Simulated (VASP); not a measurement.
A run of VASP 6.6.1:

INCAR

```
PREC = Accurate ; ENCUT = 520
EDIFF = 1E-6 ; ISMEAR = -1
SIGMA = 0.05 ; LREAL = F
LASPH = T ; NELM = 80
ALGO = Normal ; ISIF = 2
LWAVE = F ; LCHARG = F
GGA = PS ; NBANDS = 12
```

File KPOINTS:

```
Automatic mesh
0
Gamma
  9 9 9
```

Contents of POSCAR:

```
SiO
1.0
    2.7599320683      0.0000000000      0.0000000000
    0.0000000000      2.7599320683      0.0000000000
    0.0000000000      0.0000000000      2.7599320683
Si O
1 1
Direct
    0.0000000000      0.0000000000      0.0000000000
    0.5000000000      0.5000000000      0.5000000000
```

Potentials or basis: VASP PAW PBE potentials, release 64 (Si, O).

The run is started by

```bash
$ cat potpaw_PBE.64/Si/POTCAR potpaw_PBE.64/O/POTCAR > POTCAR
$ mpirun -np 1 vasp_std > vasp.out
```

Hardware: 1 thread of Intel(R) Xeon(R) 6975P-C (Granite Rapids), on a shared host.

Problem. Estimate the wall time of this run.

Solution. It took 3 s on 1 thread of Intel(R) Xeon(R) 6975P-C (Granite Rapids), with other jobs on the host, peak memory 0.13 GiB. Counts: scf iterations 12, k points 35.
